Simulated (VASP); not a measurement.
Input of a VASP 6.6.1 run:

INCAR

```
SYSTEM = TePb
PREC = Accurate
ENCUT = 500
EDIFF = 1E-6
ISMEAR = 0
SIGMA = 0.01
LREAL = .False.
LASPH = .True.
NELM = 120
ALGO = Normal
ISIF = 2
LWAVE = .False.
LCHARG = .True.
GGA = PS
LELF = .True.
LVHAR = .True.
NBANDS = 17
GGA_COMPAT = .False.
```

Contents of KPOINTS:

```
Automatic mesh
0
Gamma
  4 4 4
  0 0 0
```

The input POSCAR:

```
TePb
1.0
    0.0000000000      3.1897174272      3.2243308228
    3.1897174272      0.0000000000      3.2243308228
    3.1897174272      3.1897174272      0.0000000000
Pb Te
1 1
Direct
    0.0000000000      0.0000000000      0.0000000000
    0.5000000000      0.5000000000      0.5000000000
```

Potentials or basis: VASP PAW PBE potentials, release 64 (Pb_d, Te).

The run is started by

```console
$ cat potpaw_PBE.64/Pb_d/POTCAR potpaw_PBE.64/Te/POTCAR > POTCAR
$ mpirun -np 1 vasp_std > vasp.out
```

Task: Predict the pressure.

Result: 0.9 GPa.

Task: Predict the band gap on the k mesh.

Result: 0.60 eV.

Stress tensor (GPa, compression positive):
```
 1.39  0.00  0.00
 0.00  1.39  0.00
 0.00  0.00 -0.13
```

Caveat: the k points lie up to 0.42 Å⁻¹ apart; the PAW data sets were made with another functional, which shifts forces and pressure a little; spin-orbit coupling is left out, which moves the levels of the heavy elements. A k mesh can miss the band edges.
